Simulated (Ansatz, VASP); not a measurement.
KCl in VASP and in Ansatz

Contents of POSCAR:

```
KCl
1.0
    3.7608230702      0.0000000000      0.0000000000
    0.0000000000      3.7608230702      0.0000000000
    0.0000000000      0.0000000000      3.7608230702
K Cl
1 1
Direct
    0.0000000000      0.0000000000      0.0000000000
    0.5000000000      0.5000000000      0.5000000000
```

File INCAR.step1:

```
SYSTEM = KCl
PREC = Accurate ; ENCUT = 520
EDIFF = 1E-5 ; ISMEAR = -1
SIGMA = 0.05 ; LREAL = .False.
LASPH = .True. ; NELM = 100
ALGO = Normal ; ISIF = 2
LWAVE = .True. ; NBANDS = 15
GGA = PE
```

The input INCAR.step2:

```
SYSTEM = KCl
PREC = Accurate ; ENCUT = 520
EDIFF = 1E-6 ; ISMEAR = -1
SIGMA = 0.05 ; LREAL = .False.
LASPH = .True. ; NELM = 100
ALGO = Normal ; ISIF = 2
LWAVE = .False. ; LCHARG = .True.
GGA = PE ; LHFCALC = .True.
AEXX = 0.25 ; PRECFOCK = Normal
LELF = .True. ; LVHAR = .True.
NBANDS = 15 ; ISTART = 1
```

File KPOINTS:

```
Automatic mesh
0
Gamma
  4 4 4
  0 0 0
```

Contents of input:

```
crystal:
  lattice:
    - [3.7608230702, 0.0, 0.0]
    - [0.0, 3.7608230702, 0.0]
    - [0.0, 0.0, 3.7608230702]
  atoms:
    - { symbol: K, position: [0.0, 0.0, 0.0] }
    - { symbol: Cl, position: [0.5, 0.5, 0.5] }
hamiltonian:
  xc: pbe0
  pseudopotentials: { kind: paw }
kpoints:
  mp_grid: { grid: [4, 4, 4] }
scf:
  occupations: { method: fermi_dirac, width: 0.05 }
output:
  forces: true
  stress: true
  eigenvalues: true
  write_density: true
  write_potential: true
  elf: true
  volumetric_format: npy
```

Alike in both runs: task single point; functional PBE0; k mesh 4 × 4 × 4; occupations fermi-dirac, width 0.05 eV; no spin polarisation.

```csv
,VASP,Ansatz
version,VASP 6.6.1,Ansatz 0.2.0
potentials or method,"VASP PAW PBE potentials, release 64 (K_sv, Cl)",Ansatz PAW
plane-wave cutoff (eV),520,420
valence electrons in the cell,16,16
```

VASP gave:

```
gap on the k mesh at the Fermi level (eV) : 7.15
least direct gap on the mesh (eV)         : 7.38
pressure (GPa)                            : 0.7
```

Estimate Ansatz's values.

gap on the k mesh at the Fermi level (eV): 7.13; least direct gap on the mesh (eV): 7.37; pressure (GPa): 0.8.

With one functional, cell and mesh, what is left measures potentials, basis and numerics.
